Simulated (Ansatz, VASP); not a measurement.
Given: the input of a run of Ansatz 0.2.0 on MgO.

File input.yaml:

```yaml
crystal:
  lattice:
    - [2.9380209034, 0.0, 0.0]
    - [-1.4690104517, 2.5444007392, 0.0]
    - [0.0, 0.0, 2.67968]
  atoms:
    - { symbol: Mg, position: [0.0, 0.0, 0.0] }
    - { symbol: O, position: [0.3333333333, 0.6666666667, 0.5] }
kpoints:
  mp_grid: { grid: [10, 10, 10] }
scf:
  occupations: { method: fermi_dirac, width: 0.05 }
hamiltonian:
  xc: pbesol
  pseudopotentials: { kind: all_electron, lapw: { basis_error: 0.001 } }
output:
  forces: true
  stress: true
  eigenvalues: true
```

Potentials or basis: all-electron LAPW, scalar-relativistic.

Launch:

```bash
$ ansatz run input.yaml --threads 1 --pin off --max-ram 3072MiB --backend cpu --events-out ev --progress --plain --runs-dir out
```

**Question.** Translate it to VASP 6.6.1. Potentials there: VASP PAW PBE potentials, release 64 (Mg, O).

**Answer.** As run (the cutoff follows the program's own potentials):

INCAR

```
  PREC = Accurate
  ENCUT = 520
  EDIFF = 1E-6
  ISMEAR = -1
  SIGMA = 0.05
  LREAL = False
  LASPH = True
  NELM = 60
  ALGO = Normal
  ISIF = 2
  LWAVE = False
  LCHARG = True
  GGA = PS
  LELF = True
  LVHAR = True
  NBANDS = 11
```

The input KPOINTS:

```
regular mesh
0
Gamma
  10 10 10
```

Contents of POSCAR:

```
MgO
1.0
    2.9380209034      0.0000000000      0.0000000000
   -1.4690104517      2.5444007392      0.0000000000
    0.0000000000      0.0000000000      2.6796800000
Mg O
1 1
Direct
    0.0000000000      0.0000000000      0.0000000000
    0.3333333333      0.6666666667      0.5000000000
```

Potentials or basis: VASP PAW PBE potentials, release 64 (Mg, O).

Launch:

```bash
$ cat potpaw_PBE.64/Mg/POTCAR potpaw_PBE.64/O/POTCAR > POTCAR
$ mpirun -np 1 vasp_std > vasp.out
```

Both were run:

|  | VASP | Ansatz | Ansatz less VASP |
| --- | --- | --- | --- |
| gap on the k mesh at the Fermi level (eV) | 2.93 | 2.93 | +0.003 |
| least direct gap on the mesh (eV) | 3.33 | 3.33 | +0.001 |
| pressure (GPa) | -4.3 | -3.8 | +0.54 |
| traceless stress, the component that is largest in VASP (GPa) | -0.18 | -0.11 | +0.070 |

VASP's potentials were made for PBE, not for PBEsol. Ansatz ran all-electron here, and VASP with PAW potentials.
